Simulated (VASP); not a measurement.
# SiGe (P6_3mc) in VASP: further runs, part 2 of 2

VASP 6.6.1.

## 3. Single point, r2SCAN

This run uses another cell than the first one, of the same volume but with other edges.

The input, POSCAR:

```
SiGe
1.0
    3.8413927960      0.0000000000      0.0000000000
   -1.9206963980      3.3267437473      0.0000000000
    0.0000000000      0.0000000000      6.6670483470
Si Ge
2 2
Direct
    0.6666666667      0.3333333333      0.8744661518
    0.3333333333      0.6666666667      0.3744661518
    0.6666666667      0.3333333333      0.5005328482
    0.3333333333      0.6666666667      0.0005328482
```

The input, INCAR.step1:

```
SYSTEM = SiGe
PREC     = Accurate       ! precision mode
ENCUT    = 520            ! plane-wave cutoff, eV
ISMEAR   = 0              ! smearing method
SIGMA    = 0.05           ! smearing width, eV
LREAL    = .FALSE.        ! projectors in reciprocal space
LASPH    = .TRUE.         ! aspherical terms in the spheres
NELM     = 80             ! most SCF steps
NBANDS   = 26             ! bands
GGA      = PE             ! functional
ALGO     = Normal         ! electronic algorithm
EDIFF    = 1E-4           ! SCF threshold, eV
LWAVE    = .TRUE.         ! write WAVECAR
LCHARG   = .FALSE.        ! write CHGCAR
```

The input, INCAR.step2:

```
SYSTEM = SiGe
PREC     = Accurate       ! precision mode
ENCUT    = 520            ! plane-wave cutoff, eV
EDIFF    = 1E-7           ! SCF threshold, eV
ISMEAR   = 0              ! smearing method
SIGMA    = 0.05           ! smearing width, eV
LREAL    = .FALSE.        ! projectors in reciprocal space
LASPH    = .TRUE.         ! aspherical terms in the spheres
NELM     = 80             ! most SCF steps
ALGO     = Normal         ! electronic algorithm
ISIF     = 2              ! what is computed and relaxed
LWAVE    = .FALSE.        ! write WAVECAR
LCHARG   = .TRUE.         ! write CHGCAR
METAGGA  = R2SCAN         ! meta-GGA
LMIXTAU  = .TRUE.       
LELF     = .TRUE.         ! ELF
LVHAR    = .TRUE.       
NBANDS   = 26             ! bands
ISTART   = 1
```

The input, KPOINTS:

```
regular mesh
0
G
  12 12 6
  0 0 0
```

Potentials or basis: VASP PAW PBE potentials, release 64 (Si, Ge_d).

On the command line:

```bash
$ cat potpaw_PBE.64/Si/POTCAR potpaw_PBE.64/Ge_d/POTCAR > POTCAR
$ cp INCAR.step1 INCAR
$ mpirun -np 1 vasp_std > vasp.out
$ cp INCAR.step2 INCAR
$ mpirun -np 1 vasp_std > vasp.out
```

OUTCAR:

```text
SYSTEM = SiGe
   PREC = Accurate
   ENCUT = 520
   EDIFF = 1E-7
   ISMEAR = 0
   LREAL = .FALSE.
   LASPH = .TRUE.
   NELM = 80
   ISIF = 2
   METAGGA = R2SCAN
   ISTART = 1

 ion  position               nearest neighbor table
   1  0.667  0.333  0.874-   4 2.37   4 2.37   4 2.37   3 2.49
   2  0.333  0.667  0.374-   3 2.37   3 2.37   3 2.37   4 2.49
   3  0.667  0.333  0.501-   2 2.37   2 2.37   2 2.37   1 2.49
   4  0.333  0.667  0.001-   1 2.37   1 2.37   1 2.37   2 2.49

  LATTYP: Found a hexagonal cell.
 ALAT       =     3.8413927960
 C/A-ratio  =     1.7355809991

[... 889 lines left out ...]

 [... further k-points ...]
[... 5 lines left out ...]
  --------------------------------------------------------------------------------------
  -------------------------------------------------------------------------------------
  Total        1.8856907      1.8856907     -3.3590330      0.0000000      0.0000000      0.0000000
  in kB       35.4600529     35.4600529    -63.1659725      0.0000000      0.0000000      0.0000000
  external PRESSURE =       2.5847111 kB  Pullay stress =       0.0000000 kB

 VOLUME and BASIS-vectors are now :
 -----------------------------------------------------------------------------
  energy-cutoff  :      520.00
  volume of cell :       85.20
      direct lattice vectors                 reciprocal lattice vectors
     3.841392796  0.000000000  0.000000000     0.260322246  0.150297119  0.000000000
    -1.920696398  3.326743747  0.000000000     0.000000000  0.300594237  0.000000000
     0.000000000  0.000000000  6.667048347     0.000000000  0.000000000  0.149991413

 POSITION                                       TOTAL-FORCE (eV/Angst)
 -----------------------------------------------------------------------------------
      1.92070      1.10891      5.83011         0.000000      0.000000     -0.391085
     -0.00000      2.21783      2.49658         0.000000      0.000000     -0.391085
      1.92070      1.10891      3.33708        -0.000000      0.000000      0.391085
     -0.00000      2.21783      0.00355         0.000000     -0.000000      0.391085
 -----------------------------------------------------------------------------------
    total drift:                               -0.000000     -0.000001      0.012097

  FREE ENERGIE OF THE ION-ELECTRON SYSTEM (eV)
  ---------------------------------------------------
  free  energy   TOTEN  =       -45.0884344458 eV

  energy  without entropy=      -45.0884344458  energy(sigma->0) =      -45.08843445
```

OUTCAR.step1:

```text
SYSTEM = SiGe
   PREC = Accurate
   ENCUT = 520
   ISMEAR = 0
   LREAL = .FALSE.
   LASPH = .TRUE.
   NELM = 80
[... 927 lines left out ...]
     -0.00000      2.21783      2.49658        -0.000000      0.000000     -0.417684
      1.92070      1.10891      3.33708        -0.000000      0.000000      0.417684
     -0.00000      2.21783      0.00355        -0.000000      0.000000      0.417684
 -----------------------------------------------------------------------------------
    total drift:                               -0.000000     -0.000000      0.003319

  FREE ENERGIE OF THE ION-ELECTRON SYSTEM (eV)
  ---------------------------------------------------
  free  energy   TOTEN  =       -19.6321825775 eV

  energy  without entropy=      -19.6321825773  energy(sigma->0) =      -19.63218258
```

OSZICAR.step1:

```text
N       E                     dE             d eps       ncg     rms          rms(c)
DAV:   1     0.264193934743E+03    0.26419E+03   -0.17651E+04  4622   0.297E+03
DAV:   2     0.229993170810E+02   -0.24119E+03   -0.23231E+03  3984   0.638E+02
DAV:   3    -0.182062250344E+02   -0.41206E+02   -0.40710E+02  4796   0.154E+02
DAV:   4    -0.198699861946E+02   -0.16638E+01   -0.16605E+01  4648   0.340E+01
DAV:   5    -0.199050367606E+02   -0.35051E-01   -0.35040E-01  4872   0.556E+00    0.571E+00
DAV:   6    -0.197174431217E+02    0.18759E+00   -0.98744E-02  4738   0.206E+00    0.341E+00
DAV:   7    -0.196286853966E+02    0.88758E-01   -0.18615E-01  5002   0.253E+00    0.237E-01
DAV:   8    -0.196314371829E+02   -0.27518E-02   -0.20327E-02  4758   0.119E+00    0.137E-01
DAV:   9    -0.196318803174E+02   -0.44313E-03   -0.75410E-04  4212   0.225E-01    0.969E-02
DAV:  10    -0.196321301352E+02   -0.24982E-03   -0.20977E-04  3674   0.816E-02    0.271E-02
DAV:  11    -0.196321825775E+02   -0.52442E-04   -0.58986E-05  3086   0.472E-02
   1 F= -.19632183E+02 E0= -.19632183E+02  d E =-.261671E-09
```

Run time: 6.8 min. Hardware: 1 thread of AMD EPYC 9R45 (Zen 5), shared host; peak memory 0.27 GiB.

What came out:

```
Free energy            : -45.0884 eV
Pressure               : 0.3 GPa
Largest force          : 0.391 eV/Å
Band gap on the k mesh : 0.60 eV (least direct gap 1.18 eV)
```

Forces on the atoms (eV/Å):
```
Si   0.000  0.000 -0.391
Si   0.000  0.000 -0.391
Ge   0.000  0.000  0.391
Ge   0.000  0.000  0.391
```

Levels at points of the mesh, in eV from the valence-band top:
```csv
k point,band 14,band 15,band 16,band 17,band 18,band 19,band 20,band 21,band 22,band 23
"(0.00, 0.00, 0.00)",-1.40,-1.40,-0.44,0.00,0.00,1.18,1.31,2.51,2.51,3.09
"(0.50, 0.00, 0.00)",-6.85,-4.84,-3.15,-3.02,-1.70,0.88,2.21,3.41,3.81,3.84
"(0.00, 0.00, 0.50)",-4.89,-0.84,-0.84,-0.84,-0.84,1.99,1.99,3.48,3.48,3.48
"(0.50, 0.00, 0.50)",-7.92,-2.85,-2.85,-2.56,-2.56,0.83,0.83,2.01,2.01,6.15
```

Caveat: the PAW data sets were made with another functional, which shifts forces and pressure a little. A k mesh can miss the band edges.

## 4. Single point, r2SCAN

This run uses another cell than the first one, of the same volume but with other edges.

The input, POSCAR:

```
SiGe
1.0
    4.2058633185      0.0000000000      0.0000000000
   -2.1029316593      3.6423844787      0.0000000000
    0.0000000000      0.0000000000      5.5616125413
Si Ge
2 2
Direct
    0.6666666667      0.3333333333      0.8744661518
    0.3333333333      0.6666666667      0.3744661518
    0.6666666667      0.3333333333      0.5005328482
    0.3333333333      0.6666666667      0.0005328482
```

The input, INCAR.step1:

```
SYSTEM = SiGe
PREC = Accurate ; ENCUT = 520
ISMEAR = 0 ; SIGMA = 0.05
LREAL = .False. ; LASPH = .True.
NELM = 60 ; NBANDS = 26
GGA = PE ; ALGO = Normal
EDIFF = 1E-4 ; LWAVE = .True.
LCHARG = .False.
```

The input, INCAR.step2:

```
SYSTEM = SiGe
PREC = Accurate ; ENCUT = 520
EDIFF = 1E-7 ; ISMEAR = 0
SIGMA = 0.05 ; LREAL = .False.
LASPH = .True. ; NELM = 60
ALGO = Normal ; ISIF = 2
LWAVE = .False. ; LCHARG = .False.
METAGGA = R2SCAN ; LMIXTAU = .True.
NBANDS = 26 ; ISTART = 1
```

The input, KPOINTS:

```
regular mesh
0
Gamma
  12 12 6
  0 0 0
```

On the command line:

```bash
$ cat potpaw_PBE.64/Si/POTCAR potpaw_PBE.64/Ge_d/POTCAR > POTCAR
$ cp INCAR.step1 INCAR
$ mpirun -np 1 vasp_std > vasp.out
$ cp INCAR.step2 INCAR
$ mpirun -np 1 vasp_std > vasp.out
```

It took 6.3 min on 1 thread of AMD EPYC 9R45 (Zen 5), shared host; peak memory 0.27 GiB.

It converged, with:

```
Free energy            : -42.8741 eV
Pressure               : 8.4 GPa
Largest force          : 4.402 eV/Å
Band gap on the k mesh : zero (bands 18 and 19 overlap by 0.99 eV)
```

Forces in eV/Å, atoms in the order of the input:
```
Si   0.000  0.000  4.402
Si   0.000  0.000  4.402
Ge   0.000  0.000 -4.402
Ge   0.000  0.000 -4.402
```

Stress tensor (GPa, compression positive):
```
-12.49   0.00   0.00
  0.00 -12.49   0.00
  0.00   0.00  50.04
```

Levels at points of the mesh, in eV from the Fermi level:
| k point | band 16 | band 17 | band 18 | band 19 | band 20 | band 21 |
| --- | --- | --- | --- | --- | --- | --- |
| (0.00, 0.00, 0.00) | -1.21 | -0.40 | 0.63 | 0.63 | 1.24 | 1.24 |
| (0.50, 0.00, 0.00) | -3.87 | -3.20 | -0.58 | -0.16 | 2.93 | 3.07 |
| (0.00, 0.00, 0.50) | -1.54 | -1.54 | -1.54 | 0.70 | 0.70 | 3.00 |
| (0.50, 0.00, 0.50) | -2.74 | -1.57 | -1.57 | 1.09 | 1.09 | 3.88 |

Caveat: the cell stands under pressure; the PAW data sets were made with another functional, which shifts forces and pressure a little.

## 5. Single point, r2SCAN

This run uses another cell than the first one, of the same volume but with other edges.

The input, POSCAR:

```
SiGe
1.0
    3.5774263362      0.0000000000      0.0000000000
   -1.7887131681      3.0981420873      0.0000000000
    0.0000000000      0.0000000000      7.6872258355
Si Ge
2 2
Direct
    0.6666666667      0.3333333333      0.8744661518
    0.3333333333      0.6666666667      0.3744661518
    0.6666666667      0.3333333333      0.5005328482
    0.3333333333      0.6666666667      0.0005328482
```

The input, INCAR.step1:

```
  PREC = Accurate
  ENCUT = 520
  ISMEAR = 0
  SIGMA = 0.05
  LREAL = False
  LASPH = True
  NELM = 80
  NBANDS = 26
  GGA = PE
  ALGO = Normal
  EDIFF = 1E-4
  LWAVE = True
  LCHARG = False
```

The input, INCAR.step2:

```
  PREC = Accurate
  ENCUT = 520
  EDIFF = 1E-6
  ISMEAR = 0
  SIGMA = 0.05
  LREAL = False
  LASPH = True
  NELM = 80
  ALGO = Normal
  ISIF = 2
  LWAVE = False
  LCHARG = True
  METAGGA = R2SCAN
  LMIXTAU = True
  LELF = True
  LVHAR = True
  NBANDS = 26
  ISTART = 1
```

The input, KPOINTS:

```
Automatic mesh
0
Gamma
  12 12 6
```

Potentials or basis: VASP PAW PBE potentials, release 64 (Si, Ge_d).

On the command line:

```bash
$ cat potpaw_PBE.64/Si/POTCAR potpaw_PBE.64/Ge_d/POTCAR > POTCAR
$ cp INCAR.step1 INCAR
$ mpirun -np 1 vasp_std > vasp.out
$ cp INCAR.step2 INCAR
$ mpirun -np 1 vasp_std > vasp.out
```

OUTCAR:

```text
PREC = Accurate
   ENCUT = 520
   EDIFF = 1E-6
   ISMEAR = 0
   LREAL = False
   LASPH = True
   NELM = 80
   ISIF = 2
   METAGGA = R2SCAN
   ISTART = 1

 ion  position               nearest neighbor table
   1  0.667  0.333  0.874-   4 2.28   4 2.28   4 2.28   3 2.87
   2  0.333  0.667  0.374-   3 2.28   3 2.28   3 2.28   4 2.87
   3  0.667  0.333  0.501-   2 2.28   2 2.28   2 2.28   1 2.87
   4  0.333  0.667  0.001-   1 2.28   1 2.28   1 2.28   2 2.87

  LATTYP: Found a hexagonal cell.
 ALAT       =     3.5774263362
 C/A-ratio  =     2.1488145703

  Lattice vectors:

 A1 = (   3.5774263362,   0.0000000000,   0.0000000000)
 A2 = (  -1.7887131681,   3.0981420873,   0.0000000000)
 A3 = (   0.0000000000,   0.0000000000,   7.6872258355)

Analysis of symmetry for initial positions (statically):
=====================================================================
 Subroutine PRICEL returns:
 Original cell was already a primitive cell.

[... 167 lines left out ...]

 Free energy of the ion-electron system (eV)
  ---------------------------------------------------
  ext. energy  EPLUGINS =         0.00000000
  ---------------------------------------------------
  free energy    TOTEN  =       -43.22565818 eV

  energy without entropy =      -43.22540986  energy(sigma->0) =      -43.22553402

 E-fermi :   5.2358     XC(G=0): -10.3719

 val. band max:        5.2000886320   @ k =   0.5000  -0.0000   0.3333
 cond. band min:       5.2983548646   @ k =   0.0000   0.0000   0.0000
 fundamental gap:      0.0982662326
 Fermi energy:         5.2357594261

 k-point     1 :       0.0000    0.0000    0.0000
  band No.  band energies     occupation
      1     -19.8163      2.00000
      2     -19.8163      2.00000
      3     -19.8151      2.00000
      4     -19.8151      2.00000
      5     -19.8150      2.00000
      6     -19.8131      2.00000
[... 685 lines left out ...]
     25      12.5414      0.00000
     26      13.4958      0.00000

 [... further k-points ...]
[... 5 lines left out ...]
  --------------------------------------------------------------------------------------
  -------------------------------------------------------------------------------------
  Total        9.8581036      9.8581036     -8.1452009      0.0000000      0.0000000      0.0000000
  in kB      185.3797487    185.3797487   -153.1689416      0.0000000      0.0000000      0.0000000
  external PRESSURE =      72.5301853 kB  Pullay stress =       0.0000000 kB

 VOLUME and BASIS-vectors are now :
 -----------------------------------------------------------------------------
  energy-cutoff  :      520.00
  volume of cell :       85.20
      direct lattice vectors                 reciprocal lattice vectors
     3.577426336  0.000000000  0.000000000     0.279530564  0.161387046  0.000000000
    -1.788713168  3.098142087  0.000000000     0.000000000  0.322774092  0.000000000
     0.000000000  0.000000000  7.687225835     0.000000000  0.000000000  0.130085940

 POSITION                                       TOTAL-FORCE (eV/Angst)
 -----------------------------------------------------------------------------------
      1.78871      1.03271      6.72222        -0.000000     -0.000000     -0.952203
     -0.00000      2.06543      2.87861         0.000000      0.000000     -0.952203
      1.78871      1.03271      3.84771        -0.000000      0.000000      0.952203
     -0.00000      2.06543      0.00410         0.000000      0.000000      0.952203
 -----------------------------------------------------------------------------------
    total drift:                               -0.000000     -0.000000     -0.009800

  FREE ENERGIE OF THE ION-ELECTRON SYSTEM (eV)
  ---------------------------------------------------
  free  energy   TOTEN  =       -43.2256581769 eV

  energy  without entropy=      -43.2254098617  energy(sigma->0) =      -43.22553402
```

It took 5.9 min on 1 thread of AMD EPYC 9R45 (Zen 5), shared host; peak memory 0.27 GiB.

What came out:

```
Free energy            : -43.2257 eV
Pressure               : 7.3 GPa
Largest force          : 0.952 eV/Å
Band gap on the k mesh : zero (bands 18 and 19 overlap by 1.48 eV)
```

Forces in eV/Å, atoms in the order of the input:
```
Si   0.000  0.000 -0.952
Si   0.000  0.000 -0.952
Ge   0.000  0.000  0.952
Ge   0.000  0.000  0.952
```

Levels at points of the mesh, in eV from the Fermi level:
```csv
k point,band 15,band 16,band 17,band 18,band 19,band 20,band 21,band 22
"(0.00, 0.00, 0.00)",-1.03,0.06,0.06,0.66,0.66,4.02,4.02,4.03
"(0.50, 0.00, 0.00)",-4.15,-2.42,-2.16,-1.52,0.87,2.04,2.84,2.92
"(0.00, 0.00, 0.50)",0.33,0.33,0.33,0.33,3.55,3.55,4.51,4.51
"(0.50, 0.00, 0.50)",-2.89,-2.89,-1.87,-1.87,0.30,0.30,2.59,2.59
```

Caveat: the cell stands under pressure; the PAW data sets were made with another functional, which shifts forces and pressure a little.

## 6. Summary

```tsv
cell	gap on the mesh (eV)	pressure (GPa)	largest force (eV/Å)
a = 3.958, b = 3.958, c = 6.280 Å, angles 90.0, 90.0, 120.0°, 4 atoms	0.32	0.2	0.45
a = 3.841, b = 3.841, c = 6.667 Å, angles 90.0, 90.0, 120.0°, 4 atoms	0.60	0.3	0.39
a = 4.206, b = 4.206, c = 5.562 Å, angles 90.0, 90.0, 120.0°, 4 atoms	none	8.4	4.40
a = 3.577, b = 3.577, c = 7.687 Å, angles 90.0, 90.0, 120.0°, 4 atoms	none	7.3	0.95
```

Alike in all rows: task single point; level r2SCAN; potentials or basis VASP PAW PBE potentials, release 64 (Si, Ge_d); no spin polarisation; k mesh 12 × 12 × 6; cutoff (eV) 520; smearing gaussian 0.05 eV.

Caveats: the PAW data sets were made with another functional, which shifts forces and pressure a little; the cell stands under pressure (at least some runs).

Total energies depend on the potentials used, so only differences within one code and one set of settings carry meaning.
